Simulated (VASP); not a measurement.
Here is a VASP 6.6.1 calculation.

File INCAR:

```
PREC = Accurate
ENCUT = 600
EDIFF = 1E-6
ISMEAR = 0
SIGMA = 0.1
LREAL = False
LASPH = True
NELM = 120
ALGO = Normal
ISIF = 2
LWAVE = False
LCHARG = False
GGA = PE
IVDW = 12
NBANDS = 15
GGA_COMPAT = False
```

File KPOINTS:

```
Automatic mesh
0
Gamma
  6 6 6
```

The input POSCAR:

```
ZrC
1.0
    0.0000000000      2.3564331500      2.3564331500
    2.3564331500      0.0000000000      2.3564331500
    2.3564331500      2.3564331500      0.0000000000
Zr C
1 1
Direct
    0.0000000000      0.0000000000      0.0000000000
    0.5000000000      0.5000000000      0.5000000000
```

Potentials or basis: VASP PAW PBE potentials, release 64 (Zr_sv, C).

The run is started by

```console
$ cat potpaw_PBE.64/Zr_sv/POTCAR potpaw_PBE.64/C/POTCAR > POTCAR
$ mpirun -np 1 vasp_std > vasp.out
```

Estimate the dispersion energy per atom.

-0.396 eV.

Predict the pressure.

-5.4 GPa.

What does it give for the band gap on the k mesh?

Zero (band 8 reaches 10.47 eV, above the bottom of band 9 at 9.27 eV).

Caveat: the k points lie up to 0.38 Å⁻¹ apart; pairwise dispersion overbinds metals, which lowers pressure and volume.
